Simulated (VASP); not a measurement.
Wanted: the native input for a VASP 6.6.1 run.

| Property | Result |
| --- | --- |
| Task | single point |
| Functional | PBEsol |
| Potentials or basis | VASP PAW PBE potentials, release 64 (Sr_sv, O_h) |
| Cutoff | 910 eV |
| k mesh | 8 × 8 × 8 |
| Occupations | gaussian, width 0.02 eV |
| Spin | no spin polarisation |
| Dipole correction | no |
| Second run | hard_potentials |
| Further INCAR settings | ALGO = Normal; EDIFF = 1e-06; NBANDS = 15 |

The structure of SrO lies in POSCAR:

```
SrO
1.0
    0.0000000000      2.4759652423      2.4759652423
    2.4759652423      0.0000000000      2.4759652423
    2.4759652423      2.4759652423      0.0000000000
Sr O
1 1
Direct
    0.0000000000      0.0000000000      0.0000000000
    0.5000000000      0.5000000000      0.5000000000
```

This cell differs from its parent crystal: Mg replaced by Sr, lengths x 1.157, strained.

These files were run (other wordings do the same):

INCAR

```
PREC = Accurate
ENCUT = 910
EDIFF = 1E-6
ISMEAR = 0
SIGMA = 0.02
LREAL = False
LASPH = True
NELM = 120
ALGO = Normal
ISIF = 2
LWAVE = False
LCHARG = False
GGA = PS
NBANDS = 15
GGA_COMPAT = False
```

KPOINTS

```
Automatic mesh
0
Gamma
  8 8 8
```

Potentials or basis: VASP PAW PBE potentials, release 64 (Sr_sv, O_h).

Command:

```bash
$ cat potpaw_PBE.64/Sr_sv/POTCAR potpaw_PBE.64/O_h/POTCAR > POTCAR
$ mpirun -np 1 vasp_std > vasp.out
```

Results of the run:

```json
{
  "Pressure": "12.8 GPa",
  "Band gap on the k mesh": "3.03 eV, direct"
}
```

Caveat: the cell differs from its parent crystal (Mg replaced by Sr, lengths x 1.157, strained); the cutoff is under 1.25 times the usual one of these potentials, so pressure, stress and relaxed cells hold a basis-set (Pulay) error; the PAW data sets were made with another functional, which shifts forces and pressure a little.

Wall time 24 s on 1 thread of AMD EPYC 9R45 96-Core Processor (Zen 5), with other jobs on the host, peak memory 0.19 GiB.
